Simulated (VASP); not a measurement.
A run of VASP 6.6.1 is set up as follows.

File INCAR:

```
SYSTEM = V
  PREC = Accurate
  ENCUT = 520
  EDIFF = 1E-6
  ISMEAR = -1
  SIGMA = 0.1
  LREAL = .False.
  LASPH = .True.
  NELM = 100
  ALGO = Normal
  ISIF = 2
  LWAVE = .False.
  LCHARG = .False.
  GGA = RE
  NBANDS = 34
```

File KPOINTS:

```
Automatic mesh
0
Gamma
  15 15 4
  0 0 0
```

Contents of POSCAR:

```
V
1.0
    2.5774196625      0.0000000000      0.0000000000
   -1.2887098313      2.2321109040      0.0000000000
    0.0000000000      0.0000000000      9.0299100790
V
4
Direct
    1.0000000000      1.0000000000      0.0000000000
    1.0000000000      1.0000000000      0.5000000000
    0.3333333333      0.6666666667      0.2500000000
    0.6666666667      0.3333333333      0.7500000000
```

Potentials or basis: VASP PAW PBE potentials, release 64 (V_sv).

The run is started by

```console
$ cat potpaw_PBE.64/V_sv/POTCAR > POTCAR
$ mpirun -np 1 vasp_std > vasp.out
```

(1) Estimate the pressure.

(2) Estimate the band gap on the k mesh.

Results:

(1) 16.6 GPa.

(2) zero (bands 26 and 27 overlap by 1.10 eV).

Caveat: the cell stands under pressure; the PAW data sets were made with another functional, which shifts forces and pressure a little.
